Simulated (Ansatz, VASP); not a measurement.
## One calculation of Ta, two programs

Contents of INCAR:

```
SYSTEM = Ta
PREC = Accurate
ENCUT = 520
EDIFF = 1E-6
ISMEAR = 0
SIGMA = 0.15
LREAL = .False.
LASPH = .True.
NELM = 60
ALGO = Fast
ISIF = 2
LWAVE = .False.
LCHARG = .False.
GGA = CA
NBANDS = 18
```

The input KPOINTS:

```
Automatic mesh
0
Gamma
  18 18 10
  0 0 0
```

File POSCAR:

```
Ta
1.0
    2.9003720726      0.0000000000      0.0000000000
   -1.4501860363      2.5117958953      0.0000000000
    0.0000000000      0.0000000000      5.1146112600
Ta
2
Direct
    0.6666666667      0.3333333333      0.7500000000
    0.3333333333      0.6666666667      0.2500000000
```

Input for Ansatz:

```yaml
crystal:
  lattice:
    - [2.9003720726, 0.0, 0.0]
    - [-1.4501860363, 2.5117958953, 0.0]
    - [0.0, 0.0, 5.11461126]
  atoms:
    - { symbol: Ta, position: [0.6666666667, 0.3333333333, 0.75] }
    - { symbol: Ta, position: [0.3333333333, 0.6666666667, 0.25] }
basis:
  ecutwfc: 420
kpoints:
  mp_grid: { grid: [18, 18, 10] }
hamiltonian:
  xc: lda
scf:
  occupations: { method: gaussian, width: 0.15 }
output:
  forces: true
  stress: true
  eigenvalues: true
```

Change from the starting cell: strain -0.0100 x Voigt [0, 0, 1, 0, 0, 0], atoms carried along.

Alike in both runs: task single point; functional LDA; k mesh 18 × 18 × 10; occupations gaussian, width 0.15 eV; no spin polarisation.

|  | VASP | Ansatz |
| --- | --- | --- |
| version | VASP 6.6.1 | Ansatz 0.2.0 |
| potentials or method | VASP PAW LDA potentials, release 64 (Ta_pv), cutoff 520 eV | scalar-relativistic, plane waves, PAW |
| valence electrons in the cell | 22 | 26 |

```csv
,VASP,Ansatz,Ansatz less VASP
gap on the k mesh at the Fermi level (eV),none,none,-
pressure (GPa),-9.6,-10.2,-0.60
"traceless stress, the component that is largest in VASP (GPa)",2.05,2.05,0.000
```

LDA's correlation is that of Perdew and Zunger in VASP and of Perdew and Wang (1992) in Ansatz. A gap of «none» marks a metal or a gap that the smearing closes. VASP's potentials hold 22 valence electrons a cell and Ansatz's 26, so a difference there can come from the potentials and not from the codes.

Neither program's run includes spin-orbit coupling.
